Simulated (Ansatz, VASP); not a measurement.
**One calculation of Mg, two programs**

```
CELL_PARAMETERS angstrom
0.00000 2.35456 2.35456
2.35456 0.00000 2.35456
2.35456 2.35456 0.00000
ATOMIC_POSITIONS crystal
Mg 0.00000 0.00000 0.00000
```

Alike in both runs: task single point; functional PBE; k mesh 16 × 16 × 16; occupations gaussian, width 0.1 eV; no spin polarisation.

|  | VASP | Ansatz |
| --- | --- | --- |
| version | VASP 6.6.1 | Ansatz 0.2.0 |
| potentials or method | VASP PAW PBE potentials, release 64 (Mg), cutoff 520 eV | scalar-relativistic, plane waves, PAW |
| valence electrons in the cell | 2 | 10 |

```tsv
	VASP	Ansatz	Ansatz less VASP
gap on the k mesh at the Fermi level (eV)	none	none	-
pressure (GPa)	-3.5	-3.4	+0.11
```

A gap of «none» marks a metal or a gap that the smearing closes. With one functional, cell and mesh, what is left measures potentials, basis and numerics. VASP's potentials hold 2 valence electrons a cell and Ansatz's 10, so a difference there can come from the potentials and not from the codes.
